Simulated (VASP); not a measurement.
# Hf (I4/mmm) in VASP: a series of runs

Hf is run at these levels: PBEsol; tasks: single point.

Program: VASP 6.6.1. These are calculated values, not measurements. Logs are shortened: lines on timing, memory, paths and dates and some standing lists are left out, and cuts for length are marked.

## 1. The cell of the first run

Symmetry: I4/mmm, No. 139, tetragonal system. The conventional cell has a = 3.014 Å, b = 3.014 Å, c = 4.085 Å, α = 90.00°, β = 90.00°, γ = 90.00°. Within 3.9 Å of Hf (site symmetry 4/mmm) lie 12 Hf at 2.95 to 3.01 Å.

## 2. Single point, PBEsol (strain -0.040 along x and y, -0.080 along z)

INCAR reads:

```
PREC = Accurate ; ENCUT = 520
EDIFF = 1E-7 ; ISMEAR = 0
SIGMA = 0.15 ; LREAL = False
LASPH = True ; NELM = 100
ALGO = Fast ; ISIF = 2
LWAVE = False ; LCHARG = False
GGA = PS ; NBANDS = 11
```

KPOINTS reads:

```
Automatic mesh
0
Gamma
  18 18 18
```

POSCAR reads:

```
Hf
1.0
    0.0000000000      2.1312000000      2.0424000000
    2.1312000000      0.0000000000      2.0424000000
    2.1312000000      2.1312000000      0.0000000000
Hf
1
Direct
    0.0000000000      0.0000000000      0.0000000000
```

Potentials or basis: VASP PAW PBE potentials, release 64 (Hf_pv).

Launch:

```sh
cat potpaw_PBE.64/Hf_pv/POTCAR > POTCAR
mpirun -np 1 vasp_std > vasp.out
```

OUTCAR:

```text
PREC = Accurate
   ENCUT = 520
   EDIFF = 1E-7
   ISMEAR = 0
   LREAL = False
   LASPH = True
   NELM = 100
   ISIF = 2
   GGA = PS

 ion  position               nearest neighbor table
   1  0.000  0.000  0.000-

  LATTYP: Found a body centered tetragonal cell.
 ALAT       =     3.0139719441
 C/A-ratio  =     1.3552879973

  Lattice vectors:

 A1 = (   0.0000000000,  -2.1312000000,  -2.0424000000)
 A2 = (   0.0000000000,   2.1312000000,  -2.0424000000)
 A3 = (   2.1312000000,   0.0000000000,   2.0424000000)

Analysis of symmetry for initial positions (statically):
=====================================================================
 Subroutine PRICEL returns:
 Original cell was already a primitive cell.

 Routine SETGRP: Setting up the symmetry group for a
 body centered tetragonal supercell.

 Subroutine GETGRP returns: Found 16 space group operations
 (whereof 16 operations were pure point group operations)
 out of a pool of 16 trial point group operations.

The static configuration has the point symmetry D_4h.

Analysis of symmetry for dynamics (positions and initial velocities):
=====================================================================
 Subroutine PRICEL returns:
 Original cell was already a primitive cell.

 Routine SETGRP: Setting up the symmetry group for a
 body centered tetragonal supercell.

 Subroutine GETGRP returns: Found 16 space group operations
 (whereof 16 operations were pure point group operations)
 out of a pool of 16 trial point group operations.

The dynamic configuration has the point symmetry D_4h.

 Subroutine INISYM returns: Found 16 space group operations
 (whereof 16 operations are pure point group operations),
 and found     1 'primitive' translations

----------------------------------------------------------------------------------------

                                     Primitive cell

  volume of cell :      18.5532

  direct lattice vectors                    reciprocal lattice vectors
     0.000000000  2.131200000  2.042400000    -0.234609610  0.234609610  0.244810027
     2.131200000  0.000000000  2.042400000     0.234609610 -0.234609610  0.244810027
     2.131200000  2.131200000  0.000000000     0.234609610  0.234609610 -0.244810027

  length of vectors
     2.951848777  2.951848777  3.013971944     0.412329101  0.412329101  0.412329101

  position of ions in fractional coordinates (direct lattice)
     0.000000000  0.000000000  0.000000000

[... 82 lines left out ...]
   ISYM   =      2    0-nonsym 1-usesym 2-fastsym
   POTIM  = 0.5000    time-step for ionic-motion
   TEBEG  =    0.0;   TEEND  =   0.0 temperature during run
   PSTRESS=    0.0 pullay stress
   NELECT =      10.0000    total number of electrons
   NUPDOWN=      -1.0000    fix difference up-down
   EMIN   =  10.00;   EMAX   =-10.00  energy-range for DOS
   EFERMI =   0.00;   METHOD = LEGACY
   ISMEAR =     0;   SIGMA  =   0.15  broadening in eV -4-tet -1-fermi 0-gaus
   EFERMI_NEDOS =   21; number of points for ismear=-14 and -15
   IALGO  =     68    algorithm
   IMIX   =      4    mixing-type and parameters
     AMIX     =   0.40;   BMIX     =  1.00
     AMIX_MAG =   1.60;   BMIX_MAG =  1.00
  volume/ion in A,a.u.               =      18.55       125.20
  Fermi-wavevector in a.u.,A,eV,Ry     =   1.332299  2.517680 24.150628  1.775021
  Thomas-Fermi vector in A             =   2.461245
   LORBIT       =      0    0 simple, 1 ext, 2 COOP (PROOUT), +10 PAW based schemes
   GGA     = PS    functional components
   LHFCALC =     F    Hartree Fock is set to
   AEXX    =    0.0000 exact exchange contribution
   IVDW    =     0    specifies the selected vdW correction
   LEPSILON=     F    determine dielectric tensor
   LRPA    =     F    only Hartree local field effects (RPA)
 non-spin polarized calculation
 RMM-DIIS sequential band-by-band and
 Gauss-broadening in eV      SIGMA  =   0.15
  energy-cutoff  :      520.00
  volume of cell :       18.55
 maximum number of plane-waves:       523
 NGX is ok and might be reduce to    24
   NGX = 11   NGY = 11   NGZ = 11

 number of electron      10.0000002 magnetization

 Free energy of the ion-electron system (eV)
  ---------------------------------------------------
  ext. energy  EPLUGINS =         0.00000000
  ---------------------------------------------------
  free energy    TOTEN  =       -10.26913014 eV

  energy without entropy =      -10.25657257  energy(sigma->0) =      -10.26285136

 E-fermi :   5.9629     XC(G=0): -12.2786

 val. band max:        5.9618743586   @ k =  -0.2778   0.2778   0.1111
 cond. band min:       5.9682663362   @ k =   0.2222   0.1667   0.0556
 fundamental gap:      0.0063919775
 Fermi energy:         5.9629047288

 k-point     1 :       0.0000    0.0000    0.0000
  band No.  band energies     occupation
      1     -23.3228      2.00000
      2     -23.3228      2.00000
      3     -23.3155      2.00000
      4      -1.8612      2.00000
      5       7.2134      0.00000
      6       7.2134      0.00000
      7       7.7723      0.00000
      8      10.4546      0.00000
      9      11.3149      0.00000
     10      17.9893      0.00000
     11      19.6203      0.00000
[... 309 lines left out ...]
 k-point    24 :      -0.2222    0.0556    0.0000
  band No.  band energies     occupation
      1     -24.0577      2.00000
      2     -23.4464      2.00000
      3     -23.4190      2.00000
      4       0.3412      2.00000
      5       5.9685      0.95785
      6       7.6709      0.00000
      7       7.9913      0.00000
      8      10.0510      0.00000
      9      11.4789      0.00000
     10      18.9045      0.00000
     11      19.6287      0.00000

 [... further k-points ...]

------------------------ aborting loop because EDIFF is reached ----------------------------------------

  FORCE on cell =-STRESS in cart. coord.  units (eV):
  Direction    XX          YY          ZZ          XY          YZ          ZX
  --------------------------------------------------------------------------------------
  -------------------------------------------------------------------------------------
  Total        2.2826529      2.2826529      2.5417348      0.0000000     -0.0000000     -0.0000000
  in kB      197.1202546    197.1202546    219.4934690      0.0000000     -0.0000000     -0.0000000
  external PRESSURE =     204.5779927 kB  Pullay stress =       0.0000000 kB

 VOLUME and BASIS-vectors are now :
 -----------------------------------------------------------------------------
  energy-cutoff  :      520.00
  volume of cell :       18.55
      direct lattice vectors                 reciprocal lattice vectors
     0.000000000  2.131200000  2.042400000    -0.234609610  0.234609610  0.244810027
     2.131200000  0.000000000  2.042400000     0.234609610 -0.234609610  0.244810027
     2.131200000  2.131200000  0.000000000     0.234609610  0.234609610 -0.244810027

 POSITION                                       TOTAL-FORCE (eV/Angst)
 -----------------------------------------------------------------------------------
      0.00000      0.00000      0.00000         0.000000      0.000000      0.000000
 -----------------------------------------------------------------------------------
    total drift:                                0.000000      0.000000      0.000000

  FREE ENERGIE OF THE ION-ELECTRON SYSTEM (eV)
  ---------------------------------------------------
  free  energy   TOTEN  =       -10.2691301440 eV

  energy  without entropy=      -10.2565725715  energy(sigma->0) =      -10.26285136
```

stdout:

```text
POSCAR found type information on POSCAR Hf
 POSCAR found :  1 types and       1 ions
 scaLAPACK will be used
 -----------------------------------------------------------------------------
|                                                                             |
|                                                                             |
|     You enforced a specific xc type in the INCAR file but a different       |
|     I HOPE YOU KNOW WHAT YOU ARE DOING!                                     |
|                                                                             |
 -----------------------------------------------------------------------------

 LDA part: xc-table for (Slater+PW92), standard interpolation
 POSCAR, INCAR and KPOINTS ok, starting setup
 FFT: planning ... GRIDC
 FFT: planning ... GRID_SOFT
 FFT: planning ... GRID
 WAVECAR not read
 entering main loop
```

It took 31 s on 1 thread of Intel Xeon 6975P-C (Granite Rapids), shared host; peak memory 0.21 GiB.

Results:

```yaml
Free_energy: -10.2691 eV
Pressure: 20.5 GPa
Band_gap_on_the_k_mesh: zero (bands 5 and 6 overlap by 2.18 eV)
```

Stress tensor (GPa, compression positive):
```
19.71  0.00  0.00
 0.00 19.71  0.00
 0.00  0.00 21.95
```

Levels at points of the mesh, in eV from the Fermi level:
| k point | band 3 | band 4 | band 5 | band 6 | band 7 | band 8 |
| --- | --- | --- | --- | --- | --- | --- |
| (0.00, 0.00, 0.00) | -29.28 | -7.82 | 1.25 | 1.25 | 1.81 | 4.49 |
| (0.50, 0.00, 0.00) | -29.43 | -4.24 | 0.78 | 1.41 | 1.46 | 7.46 |
| (0.50, 0.50, 0.00) | -29.88 | -4.12 | -3.01 | 4.30 | 7.67 | 8.52 |
| (0.50, 0.00, 0.50) | -29.73 | -4.17 | -2.85 | 3.51 | 7.67 | 8.18 |

Caveat: the cell differs from its parent crystal (strain -0.040 along x and y, -0.080 along z); the cell stands under pressure; the PAW data sets were made with another functional, which shifts forces and pressure a little; spin-orbit coupling is left out, which moves the levels of the heavy elements.

## 3. Single point, PBEsol (strain -0.080 along x and y, +0.040 along z)

INCAR reads:

```
PREC = Accurate
ENCUT = 520
EDIFF = 1E-7
ISMEAR = 0
SIGMA = 0.15
LREAL = False
LASPH = True
NELM = 80
ALGO = Normal
ISIF = 2
LWAVE = False
LCHARG = True
GGA = PS
LELF = True
LVHAR = True
NBANDS = 11
```

KPOINTS is that of step 2.

POSCAR reads:

```
Hf
1.0
    0.0000000000      2.0424000000      2.3088000000
    2.0424000000      0.0000000000      2.3088000000
    2.0424000000      2.0424000000      0.0000000000
Hf
1
Direct
    0.0000000000      0.0000000000      0.0000000000
```

Potentials or basis: VASP PAW PBE potentials, release 64 (Hf_pv).

Launch:

```sh
cat potpaw_PBE.64/Hf_pv/POTCAR > POTCAR
mpirun -np 1 vasp_std > vasp.out
```

It took 25 s on 1 thread of Intel Xeon 6975P-C (Granite Rapids), shared host; peak memory 0.22 GiB.

Results (log left out):

| Quantity | Value |
| --- | --- |
| Free energy | -10.3166 eV |
| Pressure | 13.9 GPa |
| Band gap on the k mesh | zero (bands 5 and 6 overlap by 1.76 eV) |

Stress tensor (GPa, compression positive):
```
16.10  0.00  0.00
 0.00 16.10  0.00
 0.00  0.00  9.64
```

Levels at points of the mesh, in eV from the Fermi level:
| k point | band 2 | band 3 | band 4 | band 5 | band 6 | band 7 | band 8 | band 9 |
| --- | --- | --- | --- | --- | --- | --- | --- | --- |
| (0.00, 0.00, 0.00) | -29.35 | -29.35 | -7.64 | 0.45 | 2.17 | 2.17 | 3.34 | 6.07 |
| (0.50, 0.00, 0.00) | -29.65 | -29.41 | -4.03 | 0.37 | 1.31 | 2.12 | 6.99 | 7.77 |
| (0.50, 0.50, 0.00) | -29.66 | -29.66 | -4.01 | -2.46 | 2.17 | 7.72 | 8.15 | 8.15 |
| (0.50, 0.00, 0.50) | -30.11 | -29.75 | -3.85 | -2.67 | 4.30 | 6.93 | 7.04 | 9.28 |

Caveat: the cell differs from its parent crystal (strain -0.080 along x and y, +0.040 along z); the cell stands under pressure; the PAW data sets were made with another functional, which shifts forces and pressure a little; spin-orbit coupling is left out, which moves the levels of the heavy elements.

## 4. Single point, PBEsol (strain +0.000 along x and y, -0.080 along z)

INCAR reads:

```
PREC     = Accurate       # precision mode
ENCUT    = 520            # plane-wave cutoff, eV
EDIFF    = 1E-7           # SCF threshold, eV
ISMEAR   = 0              # smearing method
SIGMA    = 0.15           # smearing width, eV
LREAL    = F              # projectors in reciprocal space
LASPH    = T              # aspherical terms in the spheres
NELM     = 60             # most SCF steps
ALGO     = Normal         # electronic algorithm
ISIF     = 2              # what is computed and relaxed
LWAVE    = F              # write WAVECAR
LCHARG   = F              # write CHGCAR
GGA      = PS             # functional
NBANDS   = 11             # bands
```

KPOINTS reads:

```
regular mesh
0
Gamma
  18 18 18
```

POSCAR reads:

```
Hf
1.0
    0.0000000000      2.2200000000      2.0424000000
    2.2200000000      0.0000000000      2.0424000000
    2.2200000000      2.2200000000      0.0000000000
Hf
1
Direct
    0.0000000000      0.0000000000      0.0000000000
```

Potentials or basis: VASP PAW PBE potentials, release 64 (Hf_pv).

Launch:

```sh
cat potpaw_PBE.64/Hf_pv/POTCAR > POTCAR
mpirun -np 1 vasp_std > vasp.out
```

OUTCAR:

```text
PREC = Accurate
   ENCUT = 520
   EDIFF = 1E-7
   ISMEAR = 0
   LREAL = F
   LASPH = T
   NELM = 60
   ISIF = 2
   GGA = PS

 ion  position               nearest neighbor table
   1  0.000  0.000  0.000-

  LATTYP: Found a body centered tetragonal cell.
 ALAT       =     3.1395541085
 C/A-ratio  =     1.3010764774

  Lattice vectors:

 A1 = (   0.0000000000,  -2.2200000000,  -2.0424000000)
 A2 = (   0.0000000000,   2.2200000000,  -2.0424000000)
 A3 = (   2.2200000000,   0.0000000000,   2.0424000000)

Analysis of symmetry for initial positions (statically):
=====================================================================
 Subroutine PRICEL returns:
 Original cell was already a primitive cell.

 Routine SETGRP: Setting up the symmetry group for a
 body centered tetragonal supercell.

 Subroutine GETGRP returns: Found 16 space group operations
 (whereof 16 operations were pure point group operations)
 out of a pool of 16 trial point group operations.

The static configuration has the point symmetry D_4h.

Analysis of symmetry for dynamics (positions and initial velocities):
=====================================================================
 Subroutine PRICEL returns:
 Original cell was already a primitive cell.

 Routine SETGRP: Setting up the symmetry group for a
 body centered tetragonal supercell.

 Subroutine GETGRP returns: Found 16 space group operations
 (whereof 16 operations were pure point group operations)
 out of a pool of 16 trial point group operations.

The dynamic configuration has the point symmetry D_4h.

 Subroutine INISYM returns: Found 16 space group operations
 (whereof 16 operations are pure point group operations),
 and found     1 'primitive' translations

----------------------------------------------------------------------------------------

                                     Primitive cell

  volume of cell :      20.1315

  direct lattice vectors                    reciprocal lattice vectors
[... 110 lines left out ...]
   GGA     = PS    functional components
   LHFCALC =     F    Hartree Fock is set to
   AEXX    =    0.0000 exact exchange contribution
   IVDW    =     0    specifies the selected vdW correction
   LEPSILON=     F    determine dielectric tensor
   LRPA    =     F    only Hartree local field effects (RPA)
 non-spin polarized calculation
 Gauss-broadening in eV      SIGMA  =   0.15
  energy-cutoff  :      520.00
  volume of cell :       20.13
 maximum number of plane-waves:       558
   NGX = 11   NGY = 11   NGZ = 11

 number of electron      10.0000000 magnetization

 Free energy of the ion-electron system (eV)
  ---------------------------------------------------
  ext. energy  EPLUGINS =         0.00000000
  ---------------------------------------------------
  free energy    TOTEN  =       -10.39487689 eV

  energy without entropy =      -10.37875671  energy(sigma->0) =      -10.38681680

 E-fermi :   5.3196     XC(G=0): -11.8844

 val. band max:        5.3159503596   @ k =  -0.2778   0.3333   0.1667
 cond. band min:       5.3201611537   @ k =   0.5000   0.0000   0.1111
 fundamental gap:      0.0042107941
 Fermi energy:         5.3195704945

 k-point     1 :       0.0000    0.0000    0.0000
  band No.  band energies     occupation
      1     -24.2443      2.00000
      2     -24.2443      2.00000
      3     -24.2370      2.00000
      4      -2.2323      2.00000
      5       6.4829      0.00000
      6       6.4829      0.00000
      7       7.4705      0.00000
      8       9.1340      0.00000
      9      10.5643      0.00000
     10      17.1653      0.00000
     11      18.7411      0.00000
[... 309 lines left out ...]
 k-point    24 :      -0.2222    0.0556    0.0000
  band No.  band energies     occupation
      1     -24.7956      2.00000
      2     -24.3352      2.00000
      3     -24.3268      2.00000
      4      -0.2167      2.00000
      5       5.4327      0.28618
      6       6.7992      0.00000
      7       7.5332      0.00000
      8       9.0606      0.00000
      9      10.5215      0.00000
     10      18.0995      0.00000
     11      18.7492      0.00000

 [... further k-points ...]

------------------------ aborting loop because EDIFF is reached ----------------------------------------

  FORCE on cell =-STRESS in cart. coord.  units (eV):
  Direction    XX          YY          ZZ          XY          YZ          ZX
  --------------------------------------------------------------------------------------
  -------------------------------------------------------------------------------------
  Total        0.8195469      0.8195469      1.3111410      0.0000000     -0.0000000     -0.0000000
  in kB       65.2240334     65.2240334    104.3477856      0.0000000     -0.0000000     -0.0000000
  external PRESSURE =      78.2652841 kB  Pullay stress =       0.0000000 kB

 VOLUME and BASIS-vectors are now :
 -----------------------------------------------------------------------------
  energy-cutoff  :      520.00
  volume of cell :       20.13
      direct lattice vectors                 reciprocal lattice vectors
     0.000000000  2.220000000  2.042400000    -0.225225225  0.225225225  0.244810027
     2.220000000  0.000000000  2.042400000     0.225225225 -0.225225225  0.244810027
     2.220000000  2.220000000  0.000000000     0.225225225  0.225225225 -0.244810027

 POSITION                                       TOTAL-FORCE (eV/Angst)
 -----------------------------------------------------------------------------------
      0.00000      0.00000      0.00000         0.000000      0.000000      0.000000
 -----------------------------------------------------------------------------------
    total drift:                               -0.000000      0.000000     -0.000000

  FREE ENERGIE OF THE ION-ELECTRON SYSTEM (eV)
  ---------------------------------------------------
  free  energy   TOTEN  =       -10.3948768948 eV

  energy  without entropy=      -10.3787567085  energy(sigma->0) =      -10.38681680
```

stdout:

```text
POSCAR found type information on POSCAR Hf
 POSCAR found :  1 types and       1 ions
 scaLAPACK will be used
 -----------------------------------------------------------------------------
|                                                                             |
|                                                                             |
|     You enforced a specific xc type in the INCAR file but a different       |
|     I HOPE YOU KNOW WHAT YOU ARE DOING!                                     |
|                                                                             |
 -----------------------------------------------------------------------------

 LDA part: xc-table for (Slater+PW92), standard interpolation
 POSCAR, INCAR and KPOINTS ok, starting setup
 FFT: planning ... GRIDC
 FFT: planning ... GRID_SOFT
 FFT: planning ... GRID
 WAVECAR not read
 entering main loop
```

It took 24 s on 1 thread of Intel Xeon 6975P-C (Granite Rapids), shared host; peak memory 0.22 GiB.

What came out:

| Item | Value |
| --- | --- |
| Free energy | -10.3949 eV |
| Pressure | 7.8 GPa |
| Band gap on the k mesh | zero (bands 5 and 6 overlap by 2.03 eV) |

Caveat: the cell differs from its parent crystal (strain +0.000 along x and y, -0.080 along z); the cell stands under pressure; the PAW data sets were made with another functional, which shifts forces and pressure a little; spin-orbit coupling is left out, which moves the levels of the heavy elements.

[end of part 1 of 2]
